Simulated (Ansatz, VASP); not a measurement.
# One calculation of La, two programs

File INCAR:

```
ALGO = Fast
EDIFF = 1E-7
ENCUT = 520
GGA = PE
ISIF = 2
ISMEAR = 0
LASPH = True
LCHARG = True
LELF = True
LREAL = False
LVHAR = True
LWAVE = False
NBANDS = 18
NELM = 80
PREC = Accurate
SIGMA = 0.05
```

Contents of KPOINTS:

```
k-points
0
Gamma
  8 8 5
```

File POSCAR:

```
La
1.0
    3.7500000000      0.0000000000      0.0000000000
   -1.8750000000      3.2475952642      0.0000000000
    0.0000000000      0.0000000000      6.0700000000
La
2
Direct
    0.6666666667      0.3333333333      0.7500000000
    0.3333333333      0.6666666667      0.2500000000
```

File input.yaml:

```yaml
crystal:
  lattice:
    - [3.75, 0.0, 0.0]
    - [-1.875, 3.2475952642, 0.0]
    - [0.0, 0.0, 6.07]
  atoms:
    - { symbol: La, position: [0.6666666667, 0.3333333333, 0.75] }
    - { symbol: La, position: [0.3333333333, 0.6666666667, 0.25] }
hamiltonian:
  xc: pbe
  pseudopotentials: { kind: paw }
kpoints:
  mp_grid: { grid: [8, 8, 5] }
scf:
  occupations: { method: gaussian, width: 0.05 }
output:
  forces: true
  stress: true
  eigenvalues: true
  write_density: true
  write_potential: true
  elf: true
  volumetric_format: npy
```

Alike in both runs: task single point; functional PBE; k mesh 8 × 8 × 5; occupations gaussian, width 0.05 eV; no spin polarisation.

```csv
,VASP,Ansatz
version,VASP 6.6.1,Ansatz 0.2.0
potentials or method,"VASP PAW PBE potentials, release 64 (La)",Ansatz PAW
plane-wave cutoff (eV),520,420
valence electrons in the cell,22,22
```

|  | VASP | Ansatz | Ansatz less VASP |
| --- | --- | --- | --- |
| gap on the k mesh at the Fermi level (eV) | none | none | - |
| pressure (GPa) | 0.7 | 0.7 | -0.07 |
| traceless stress, the component that is largest in VASP (GPa) | -0.35 | -0.36 | -0.008 |

A gap of «none» marks a metal or a gap that the smearing closes.

Neither program's run includes spin-orbit coupling.
